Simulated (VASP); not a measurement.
# MnO (P6_3mc) in VASP: single point with PBE

Aim: the single point of MnO with PBE.

All numbers are computed with VASP 6.6.1; they aren't measurements. Logs are shortened: lines on timing, memory, paths and dates and some standing lists are left out, and cuts for length are marked.

## (1) The cell of the first run

It takes space group P6_3mc (No. 186, hexagonal). The conventional cell has a = 3.434 Å, b = 3.434 Å, c = 5.413 Å, α = 90.00°, β = 90.00°, γ = 120.00°. Within 2.7 Å of Mn (site symmetry 3m) lie 4 O at 2.08 to 2.09 Å. O (site symmetry 3m) has 4 Mn at 2.08 to 2.09 Å within 2.7 Å.

## (2) Single point, PBE, collinear spin, ferromagnetic start

Contents of INCAR:

```
ALGO = Normal ; EDIFF = 1E-6
ENCUT = 600 ; GGA = PE
GGA_COMPAT = False ; ISIF = 2
ISMEAR = 0 ; ISPIN = 2
LASPH = True ; LCHARG = False
LMAXMIX = 4 ; LORBIT = 11
LREAL = False ; LWAVE = False
MAGMOM = 4.37 4.37 0.25 0.25 ; NBANDS = 31
NELM = 200 ; PREC = Accurate
SIGMA = 0.1
```

Contents of KPOINTS:

```
k-points
0
Gamma
  12 12 8
```

Contents of POSCAR:

```
MnO
1.0
    3.4338643018      0.0000000000      0.0000000000
   -1.7169321509      2.9738137185      0.0000000000
    0.0000000000      0.0000000000      5.4132633747
Mn O
2 2
Direct
    0.3333333333      0.6666666667      0.0089619783
    0.6666666667      0.3333333333      0.5089619783
    0.3333333333      0.6666666667      0.3956380217
    0.6666666667      0.3333333333      0.8956380217
```

Potentials or basis: VASP PAW PBE potentials, release 64 (Mn_pv, O).

Command:

```sh
> cat potpaw_PBE.64/Mn_pv/POTCAR potpaw_PBE.64/O/POTCAR > POTCAR
> mpirun -np 1 vasp_std > vasp.out
```

OUTCAR:

```text
EDIFF = 1E-6
   ENCUT = 600
   GGA = PE
   ISIF = 2
   ISMEAR = 0
   ISPIN = 2
   LASPH = True
   LORBIT = 11
   LREAL = False
   NELM = 200
   PREC = Accurate

 ion  position               nearest neighbor table
   1  0.333  0.667  0.009-   4 2.08   4 2.08   4 2.08   3 2.09
   2  0.667  0.333  0.509-   3 2.08   3 2.08   3 2.08   4 2.09
   3  0.333  0.667  0.396-   2 2.08   2 2.08   2 2.08   1 2.09
   4  0.667  0.333  0.896-   1 2.08   1 2.08   1 2.08   2 2.09

  LATTYP: Found a hexagonal cell.
 ALAT       =     3.4338643018
 C/A-ratio  =     1.5764348556

  Lattice vectors:

 A1 = (   3.4338643018,   0.0000000000,   0.0000000000)
 A2 = (  -1.7169321509,   2.9738137185,   0.0000000000)
 A3 = (   0.0000000000,   0.0000000000,   5.4132633747)

Analysis of symmetry for initial positions (statically):
=====================================================================
 Subroutine PRICEL returns:
 Original cell was already a primitive cell.

 Routine SETGRP: Setting up the symmetry group for a
 hexagonal supercell.

 Subroutine GETGRP returns: Found 12 space group operations
 (whereof  6 operations were pure point group operations)
 out of a pool of 24 trial point group operations.

The static configuration has the point symmetry C_3v.
 The point group associated with its full space group is C_6v.

Analysis of symmetry for dynamics (positions and initial velocities):
=====================================================================
 Subroutine PRICEL returns:
 Original cell was already a primitive cell.

 Routine SETGRP: Setting up the symmetry group for a
 hexagonal supercell.

 Subroutine GETGRP returns: Found 12 space group operations
 (whereof  6 operations were pure point group operations)
 out of a pool of 24 trial point group operations.

The dynamic configuration has the point symmetry C_3v.
 The point group associated with its full space group is C_6v.

Analysis of structural, dynamic, and magnetic symmetry:
=====================================================================
 Subroutine PRICEL returns:
 Original cell was already a primitive cell.

 Routine SETGRP: Setting up the symmetry group for a
 hexagonal supercell.

 Subroutine GETGRP returns: Found 12 space group operations
 (whereof  6 operations were pure point group operations)
 out of a pool of 24 trial point group operations.

The overall configuration has the point symmetry C_3v.
 The point group associated with its full space group is C_6v.

 Subroutine INISYM returns: Found 12 space group operations
 (whereof  6 operations are pure point group operations),
 and found     1 'primitive' translations

----------------------------------------------------------------------------------------

                                     Primitive cell

  volume of cell :      55.2785

  direct lattice vectors                    reciprocal lattice vectors
     3.433864302  0.000000000  0.000000000     0.291217099  0.168134270  0.000000000
    -1.716932151  2.973813719  0.000000000     0.000000000  0.336268541  0.000000000
     0.000000000  0.000000000  5.413263375     0.000000000  0.000000000  0.184731451

  length of vectors
     3.433864302  3.433864302  5.413263375     0.336268541  0.336268541  0.184731451

  position of ions in fractional coordinates (direct lattice)
     0.333333333  0.666666667  0.008961978
     0.666666667  0.333333333  0.508961978
     0.333333333  0.666666667  0.395638022
     0.666666667  0.333333333  0.895638022

  ion indices of the primitive-cell ions
   primitive index   ion index
                 1           1
                 2           2
                 3           3
                 4           4

----------------------------------------------------------------------------------------

 KPOINTS: k-points

Automatic generation of k-mesh.
 Grid dimensions read from file:
 generate k-points for:   12   12    8

 Generating k-lattice:

  Cartesian coordinates                     Fractional coordinates (reciprocal lattice)
     0.024268092  0.014011189  0.000000000     0.083333333  0.000000000  0.000000000
     0.000000000  0.028022378  0.000000000     0.000000000  0.083333333  0.000000000
     0.000000000  0.000000000  0.023091431     0.000000000  0.000000000  0.125000000

  Length of vectors
     0.028022378  0.028022378  0.023091431

  Shift w.r.t. Gamma in fractional coordinates (k-lattice)
     0.000000000  0.000000000  0.000000000

 Subroutine IBZKPT returns following result:
 ===========================================

 Found     95 irreducible k-points:

 Following reciprocal coordinates:
            Coordinates               Weight
  0.000000  0.000000  0.000000      1.000000
  0.083333  0.000000  0.000000      6.000000
  0.166667 -0.000000  0.000000      6.000000
  0.250000 -0.000000  0.000000      6.000000
  0.333333 -0.000000  0.000000      6.000000
  0.416667 -0.000000  0.000000      6.000000
[... 16 lines left out ...]
  0.250000 -0.000000  0.125000     12.000000
  0.333333 -0.000000  0.125000     12.000000
 [... further k-points ...]
   k-points           NKPTS =     95   k-points in BZ     NKDIM =     95   number of bands    NBANDS=     31
   number of dos      NEDOS =    301   number of ions     NIONS =      4
   total plane-waves  NPLWV =  37632
   dimension x,y,z NGX =    28 NGY =   28 NGZ =   48
   dimension x,y,z NGXF=    56 NGYF=   56 NGZF=   96
   ions per type =               2   2
   NGX,Y,Z   is equivalent  to a cutoff of  13.56, 13.56, 14.74 a.u.
   NGXF,Y,Z  is equivalent  to a cutoff of  27.11, 27.11, 29.48 a.u.
 SYSTEM =  unknown system
   PREC   = accura    normal or accurate (medium, high low for compatibility)
   ISTART =      0    job   : 0-new  1-cont  2-samecut
   ICHARG =      2    charge: 1-file 2-atom 10-const
   ISPIN  =      2    spin polarized calculation?
   LNONCOLLINEAR =      F non collinear calculations
   LSORBIT =      F    spin-orbit coupling
   LASPH  =      T    aspherical Exc in radial PAW
   ENCUT  =  600.0 eV  44.10 Ry    6.64 a.u.   6.86  6.86 10.81*2*pi/ulx,y,z
   NELM   =    200;   NELMIN=  2; NELMDL= -5     # of ELM steps
   EDIFF  = 0.1E-05   stopping-criterion for ELM
   LREAL  =      F    real-space projection
   EDIFFG = 0.1E-04   stopping-criterion for IOM
   NSW    =      0    number of steps for IOM
   IBRION =     -1    ionic relax: 0-MD 1-quasi-New 2-CG
   NFREE  =      0    steps in history (QN), initial steepest desc. (CG)
   ISIF   =      2    stress and relaxation
   ISYM   =      2    0-nonsym 1-usesym 2-fastsym
   POTIM  = 0.5000    time-step for ionic-motion
   TEBEG  =    0.0;   TEEND  =   0.0 temperature during run
   PSTRESS=    0.0 pullay stress
   NELECT =      38.0000    total number of electrons
   NUPDOWN=      -1.0000    fix difference up-down
   EMIN   =  10.00;   EMAX   =-10.00  energy-range for DOS
   EFERMI =   0.00;   METHOD = LEGACY
   ISMEAR =     0;   SIGMA  =   0.10  broadening in eV -4-tet -1-fermi 0-gaus
   EFERMI_NEDOS =   21; number of points for ismear=-14 and -15
   IALGO  =     38    algorithm
   IMIX   =      4    mixing-type and parameters
     AMIX     =   0.40;   BMIX     =  1.00
     AMIX_MAG =   1.60;   BMIX_MAG =  1.00
  volume/ion in A,a.u.               =      13.82        93.26
  Fermi-wavevector in a.u.,A,eV,Ry     =   1.444832  2.730337 28.402699  2.087539
  Thomas-Fermi vector in A             =   2.563082
   LORBIT       =     11    0 simple, 1 ext, 2 COOP (PROOUT), +10 PAW based schemes
   GGA     = PE    functional components
   LHFCALC =     F    Hartree Fock is set to
   AEXX    =    0.0000 exact exchange contribution
   IVDW    =     0    specifies the selected vdW correction
   LEPSILON=     F    determine dielectric tensor
   LRPA    =     F    only Hartree local field effects (RPA)
 spin polarized calculation
 Gauss-broadening in eV      SIGMA  =   0.10
  energy-cutoff  :      600.00
  volume of cell :       55.28
 maximum number of plane-waves:      1874
 NGX is ok and might be reduce to    28
   NGX = 13   NGY = 13   NGZ = 21

 number of electron      38.0000001 magnetization      10.0008541

 number of electron      38.0000001 magnetization       9.9987458

 Free energy of the ion-electron system (eV)
  ---------------------------------------------------
  ext. energy  EPLUGINS =         0.00000000
  ---------------------------------------------------
  free energy    TOTEN  =       -32.88785152 eV

  energy without entropy =      -32.88642000  energy(sigma->0) =      -32.88713576

 E-fermi :   5.3879     XC(G=0): -10.3690

 val. band max:        5.3861355788   @ k =   0.0833   0.0000   0.0000
 cond. band min:       5.4048943173   @ k =   0.0000   0.0000   0.1250
 fundamental gap:      0.0187587385
 Fermi energy:         5.3878642079

 spin component 1

 k-point     1 :       0.0000    0.0000    0.0000
  band No.  band energies     occupation
      1     -45.1688      1.00000
      2     -45.1393      1.00000
      3     -45.1309      1.00000
      4     -45.1309      1.00000
      5     -45.1259      1.00000
      6     -45.1259      1.00000
[... 23 lines left out ...]
     30      17.6121      0.00000
     31      17.6144      0.00000

 k-point     2 :       0.0833    0.0000    0.0000
  band No.  band energies     occupation
      1     -45.1683      1.00000
      2     -45.1396      1.00000
      3     -45.1321      1.00000
      4     -45.1313      1.00000
      5     -45.1272      1.00000
      6     -45.1261      1.00000
[... 23 lines left out ...]
     30      17.1610      0.00000
     31      17.8612      0.00000

 k-point     3 :       0.1667   -0.0000    0.0000
  band No.  band energies     occupation
      1     -45.1667      1.00000
      2     -45.1406      1.00000
      3     -45.1354      1.00000
      4     -45.1324      1.00000
      5     -45.1307      1.00000
      6     -45.1267      1.00000
[... 703 lines left out ...]
     30      16.2642      0.00000
     31      16.4493      0.00000

 k-point    24 :       0.3333   -0.0000    0.1250
  band No.  band energies     occupation
      1     -45.1612      1.00000
      2     -45.1463      1.00000
      3     -45.1435      1.00000
      4     -45.1390      1.00000
      5     -45.1349      1.00000
      6     -45.1287      1.00000
[... 23 lines left out ...]
     30      15.4649      0.00000
     31      16.5531      0.00000

 [... further k-points ...]

 spin component 2

 k-point     1 :       0.0000    0.0000    0.0000
  band No.  band energies     occupation
      1     -40.4222      1.00000
      2     -40.3827      1.00000
      3     -40.3758      1.00000
      4     -40.3758      1.00000
      5     -40.3692      1.00000
      6     -40.3692      1.00000
[... 23 lines left out ...]
     30      18.7628      0.00000
     31      19.1512      0.00000

 k-point     2 :       0.0833    0.0000    0.0000
  band No.  band energies     occupation
      1     -40.4215      1.00000
      2     -40.3831      1.00000
      3     -40.3774      1.00000
      4     -40.3763      1.00000
      5     -40.3710      1.00000
      6     -40.3695      1.00000
[... 23 lines left out ...]
     30      18.6438      0.00000
     31      19.5048      0.00000

 k-point     3 :       0.1667   -0.0000    0.0000
  band No.  band energies     occupation
      1     -40.4193      1.00000
      2     -40.3844      1.00000
      3     -40.3819      1.00000
      4     -40.3777      1.00000
      5     -40.3758      1.00000
      6     -40.3703      1.00000
[... 703 lines left out ...]
     30      17.8840      0.00000
     31      17.8950      0.00000

 k-point    24 :       0.3333   -0.0000    0.1250
  band No.  band energies     occupation
      1     -40.4123      1.00000
      2     -40.3941      1.00000
      3     -40.3923      1.00000
      4     -40.3855      1.00000
      5     -40.3811      1.00000
      6     -40.3730      1.00000
[... 23 lines left out ...]
     30      17.0632      0.00000
     31      17.9630      0.00000

 [... further k-points ...]

------------------------ aborting loop because EDIFF is reached ----------------------------------------

  FORCE on cell =-STRESS in cart. coord.  units (eV):
  Direction    XX          YY          ZZ          XY          YZ          ZX
  --------------------------------------------------------------------------------------
  -------------------------------------------------------------------------------------
  Total        0.1015735      0.1015735      0.0728847      0.0000000      0.0000000      0.0000000
  in kB        2.9439819      2.9439819      2.1124721      0.0000000      0.0000000      0.0000000
  external PRESSURE =       2.6668120 kB  Pullay stress =       0.0000000 kB

 VOLUME and BASIS-vectors are now :
 -----------------------------------------------------------------------------
  energy-cutoff  :      600.00
  volume of cell :       55.28
      direct lattice vectors                 reciprocal lattice vectors
     3.433864302  0.000000000  0.000000000     0.291217099  0.168134270  0.000000000
    -1.716932151  2.973813719  0.000000000     0.000000000  0.336268541  0.000000000
     0.000000000  0.000000000  5.413263375     0.000000000  0.000000000  0.184731451

 POSITION                                       TOTAL-FORCE (eV/Angst)
 -----------------------------------------------------------------------------------
     -0.00000      1.98254      0.04851         0.000000     -0.000000      0.000022
      1.71693      0.99127      2.75515        -0.000000      0.000000      0.000022
     -0.00000      1.98254      2.14169        -0.000000      0.000000     -0.000022
      1.71693      0.99127      4.84832        -0.000000     -0.000000     -0.000022
 -----------------------------------------------------------------------------------
    total drift:                               -0.000000      0.000000      0.000287

  FREE ENERGIE OF THE ION-ELECTRON SYSTEM (eV)
  ---------------------------------------------------
  free  energy   TOTEN  =       -32.8878515236 eV

  energy  without entropy=      -32.8864200004  energy(sigma->0) =      -32.88713576

 total charge

# of ion       s       p       d       tot
------------------------------------------
    1        0.230   6.208   4.938  11.376
    2        0.230   6.208   4.938  11.376
    3        1.551   3.442   0.000   4.993
    4        1.551   3.442   0.000   4.993
--------------------------------------------------
tot          3.561  19.301   9.876  32.738

 magnetization (x)

# of ion       s       p       d       tot
------------------------------------------
    1        0.037   0.057   4.340   4.434
    2        0.037   0.057   4.340   4.434
    3        0.019   0.174   0.000   0.193
    4        0.019   0.174   0.000   0.193
--------------------------------------------------
tot          0.113   0.461   8.681   9.255
```

Wall time 10 min (1 thread of Intel Xeon 8259CL, shared host); peak memory 0.4 GiB.

Results:

```yaml
Free_energy: -32.8879 eV
Pressure: 0.3 GPa
Band_gap_on_the_k_mesh: zero (filled and empty bands overlap)
Net_moment: 10.00 μB per cell
Site_moments: Mn +4.43; O +0.19 μB
Valence_electrons_inside_the_program's_atomic_spheres: Mn 11.38; O 4.99
```

Stress tensor (GPa, compression positive):
```
0.29 0.00 0.00
0.00 0.29 0.00
0.00 0.00 0.21
```

Levels at points of the mesh, in eV from the Fermi level:
Spin up:
| k point | band 20 | band 21 | band 22 | band 23 | band 24 | band 25 | band 26 | band 27 | band 28 | band 29 |
| --- | --- | --- | --- | --- | --- | --- | --- | --- | --- | --- |
| (0.00, 0.00, 0.00) | -1.39 | -0.70 | -0.70 | -0.35 | 0.05 | 0.05 | 3.64 | 5.43 | 11.20 | 11.20 |
| (0.50, 0.00, 0.00) | -2.43 | -1.91 | -1.90 | -0.93 | -0.92 | 3.92 | 4.33 | 5.89 | 7.36 | 8.67 |
| (0.00, 0.00, 0.50) | -1.42 | -0.35 | -0.35 | -0.35 | -0.35 | 1.17 | 1.17 | 8.28 | 8.28 | 11.29 |
| (0.50, 0.00, 0.50) | -2.38 | -1.34 | -1.34 | -1.21 | -1.21 | 3.85 | 3.85 | 6.10 | 6.10 | 9.95 |
Spin down:
| k point | band 10 | band 11 | band 12 | band 13 | band 14 | band 15 | band 16 | band 17 | band 18 | band 19 |
| --- | --- | --- | --- | --- | --- | --- | --- | --- | --- | --- |
| (0.00, 0.00, 0.00) | -4.74 | -4.74 | -4.67 | -4.67 | -4.47 | -0.03 | 1.12 | 1.12 | 1.60 | 1.85 |
| (0.50, 0.00, 0.00) | -5.59 | -4.96 | -4.52 | -4.50 | -4.43 | 0.39 | 0.93 | 1.19 | 1.48 | 1.59 |
| (0.00, 0.00, 0.50) | -5.50 | -4.72 | -4.72 | -4.72 | -4.72 | 1.56 | 1.56 | 1.56 | 1.56 | 1.74 |
| (0.50, 0.00, 0.50) | -6.05 | -4.54 | -4.54 | -4.52 | -4.52 | 1.04 | 1.04 | 1.66 | 1.66 | 1.72 |

Caveat: semilocal functionals often make such compounds metallic where correlation or magnetic order opens a gap, which also shifts bond lengths; the run started ferromagnetic, and an antiferromagnetic order may lie lower in energy. With open d or f shells a metallic result of PBE can be an artefact of self-interaction; +U or a hybrid may open a gap.
